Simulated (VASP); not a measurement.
AlN, 2 atoms in the cell. It takes space group Fm-3m (No. 225, cubic). Conventional cell: a = 3.913 Å, b = 3.913 Å, c = 3.913 Å, α = 90.00°, β = 90.00°, γ = 90.00°. Al (site symmetry m-3m) has 6 N at 1.96 Å within 2.6 Å. Within 2.6 Å of N (site symmetry m-3m) lie 6 Al at 1.96 Å. 

* Program: VASP 6.6.1
* Task: single point
* Functional: r2SCAN
* Potentials or basis: VASP PAW PBE potentials, release 64 (Al, N)
* Cutoff: 660 eV
* k mesh: 10 × 10 × 10
* Occupations: gaussian, width 0.02 eV
* Spin: no spin polarisation
* Dipole correction: no
* Further INCAR settings: ALGO = Normal; EDIFF = 1e-06; NBANDS = 11

Potentials or basis: VASP PAW PBE potentials, release 64 (Al, N).

Command:

```bash
$ cat potpaw_PBE.64/Al/POTCAR potpaw_PBE.64/N/POTCAR > POTCAR
$ cp INCAR.step1 INCAR
$ mpirun -np 1 vasp_std > vasp.out
$ cp INCAR.step2 INCAR
$ mpirun -np 1 vasp_std > vasp.out
```

Hardware: 1 thread of Intel(R) Xeon(R) 6975P-C (Granite Rapids) (shared host).

Question: How long does it take, and how much memory?

Answer: It took 14 s on 1 thread of Intel(R) Xeon(R) 6975P-C (Granite Rapids), on a shared host, peak memory 0.14 GiB. Counts: k points 47.
